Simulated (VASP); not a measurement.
Runs of VASP 6.6.1 on Ti. The structure is that of space group Immm (No. 71), or close to it. The cells are those of the table. 

| cell | further INCAR settings | gap on the mesh (eV) | pressure (GPa) |
| --- | --- | --- | --- |
| a = 3.032, b = 2.873, c = 2.873 Å, angles 56.3, 58.1, 58.1°, 1 atom | ALGO = Fast; EDIFF = 1e-06; NBANDS = 12 | none | (a) |
| a = 2.656, b = 2.875, c = 2.875 Å, angles 64.9, 62.5, 62.5°, 1 atom | ALGO = Fast; EDIFF = 1e-06; NBANDS = 12 | none | 0.1 |
| a = 3.059, b = 2.874, c = 2.874 Å, angles 55.6, 57.8, 57.8°, 1 atom | ALGO = Fast; EDIFF = 1e-06; NBANDS = 12 | none | 0.0 |
| a = 3.005, b = 2.872, c = 2.872 Å, angles 56.9, 58.5, 58.5°, 1 atom | ALGO = Fast; EDIFF = 1e-07; NBANDS = 12 | none | -0.2 |

Alike in all rows: task single point; level PBEsol; potentials or basis VASP PAW PBE potentials, release 64 (Ti_sv); no spin polarisation; k mesh 20 × 20 × 20; cutoff (eV) 520; smearing gaussian 0.15 eV.

Task: Fill in the values left out.

Result: (a) -0.1.

Caveats: the PAW data sets were made with another functional, which shifts forces and pressure a little.

A gap of «none» marks levels without a gap at the run's occupations.
